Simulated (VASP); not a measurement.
## Sc4Cl: single point with PBE

The system is Sc4Cl.

```xyz
5
Lattice="4.4140 0.0000 0.0000 0.0000 4.4140 0.0000 0.0000 0.0000 6.2423" Properties=species:S:1:pos:R:3 pbc="T T T"
Sc    2.2070    0.0000    1.5606
Sc    0.0000    2.2070    4.6817
Sc    2.2070    0.0000    4.6817
Sc    0.0000    2.2070    1.5606
Cl    0.0000    0.0000    0.0000
```

This cell differs from its parent crystal: atoms taken out.

| Quantity | Value |
| --- | --- |
| Program | VASP 6.6.1 |
| Task | single point |
| Functional | PBE |
| Potentials or basis | VASP PAW PBE potentials, release 64 (Sc_sv, Cl) |
| Cutoff | 520 eV |
| k mesh | 4 × 4 × 4 |
| Occupations | gaussian, width 0.1 eV |
| Spin | collinear spin |
| Starting moments | [1.0, 1.0, 1.0, 1.0, 0.0] μB |
| Dipole correction | no |
| Further INCAR settings | ALGO = Normal; EDIFF = 1e-06; NBANDS = 38 |

The pressure is -1.3 GPa and the largest force is 0.345 eV/Å. The net moment is 2.43 μB per cell and the site moments are Sc +0.43; Cl -0.02 μB. The valence electrons inside the program's atomic spheres are Sc 9.44; Cl 5.09.

Forces in eV/Å, atoms in the order of the input:
```
Sc   0.000  0.000  0.345
Sc   0.000  0.000 -0.345
Sc   0.000  0.000 -0.345
Sc   0.000  0.000  0.345
Cl   0.000  0.000  0.000
```

Stress tensor (GPa, compression positive):
```
-1.71  0.00  0.00
 0.00 -1.71  0.00
 0.00  0.00 -0.62
```

Levels at points of the mesh, in eV from the Fermi level:
Spin up:
```
           k point  band 25  band 26  band 27  band 28  band 29  band 30
(0.00, 0.00, 0.00)    -0.69    -0.58    -0.35     0.44     0.44     1.19
(0.50, 0.00, 0.00)    -0.21    -0.07     0.12     0.41     0.65     0.66
(0.50, 0.50, 0.00)    -0.72    -0.58    -0.58    -0.24    -0.24     1.47
(0.00, 0.00, 0.50)    -0.59    -0.36     0.41     0.41     0.46     0.83
(0.50, 0.00, 0.50)    -0.15     0.36     0.50     0.59     0.62     0.82
(0.50, 0.50, 0.50)    -0.86    -0.09    -0.09     0.75     0.75     1.17
```
Spin down:
```csv
k point,band 21,band 22,band 23,band 24,band 25,band 26,band 27,band 28
"(0.00, 0.00, 0.00)",-3.70,-1.52,-0.65,-0.23,-0.23,-0.16,0.54,0.67
"(0.50, 0.00, 0.00)",-1.92,-1.78,-0.42,-0.28,0.34,0.48,0.59,0.99
"(0.50, 0.50, 0.00)",-1.62,-1.16,-0.50,-0.15,-0.15,0.05,0.05,0.40
"(0.00, 0.00, 0.50)",-2.71,-2.31,-0.69,-0.07,-0.03,0.28,0.64,0.64
"(0.50, 0.00, 0.50)",-1.64,-1.26,-0.76,0.20,0.42,0.98,1.08,1.09
"(0.50, 0.50, 0.50)",-1.48,-0.86,-0.66,-0.66,-0.66,0.67,0.67,1.15
```

Wall time 3.1 min on 1 thread of AMD EPYC 7R43 64-Core Processor (Zen 3), on a shared host, peak memory 0.31 GiB.

Caveat: the cell differs from its parent crystal (atoms taken out).
